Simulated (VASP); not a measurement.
## GaP: single point with PBEsol

The system is GaP.

```xyz
2
Lattice="3.8541 0.0000 0.0000 1.9270 3.3377 0.0000 1.9270 1.1126 3.1468" Properties=species:S:1:pos:R:3 pbc="T T T"
Ga    0.0000    0.0000    0.0000
P     1.9270    1.1126    0.7867
```

```
Program             : VASP 6.6.1
Task                : single point
Functional          : PBEsol
Potentials or basis : VASP PAW PBE potentials, release 64 (Ga_d, P)
Cutoff              : 500 eV
k mesh              : 4 × 4 × 4
Occupations         : gaussian, width 0.01 eV
Spin                : no spin polarisation
```

```json
{
  "Pressure": "-0.2 GPa",
  "Band gap on the k mesh": "1.48 eV, indirect (least direct gap 1.74 eV)"
}
```

Levels at points of the mesh, in eV from the valence-band top:
```
           k point  band 5  band 6  band 7  band 8  band 9  band 10  band 11  band 12  band 13  band 14
(0.00, 0.00, 0.00)  -14.49  -12.53    0.00    0.00    0.00     1.74     3.79     3.79     3.79     8.54
(0.50, 0.00, 0.00)  -14.48  -10.44   -6.72   -1.14   -1.14     1.56     4.62     4.62     8.06    10.73
(0.50, 0.50, 0.00)  -14.47   -9.52   -6.83   -2.73   -2.73     1.48     1.69    10.53    10.53    11.08
```

Run time: 9.5 s on 1 thread of Intel(R) Xeon(R) Platinum 8375C CPU @ 2.90GHz (Ice Lake), with other jobs on the host, peak memory 0.14 GiB.

Caveat: the k points lie up to 0.50 Å⁻¹ apart; the PAW data sets were made with another functional, which shifts forces and pressure a little. As with any semilocal functional, this PBEsol gap is likely too small.
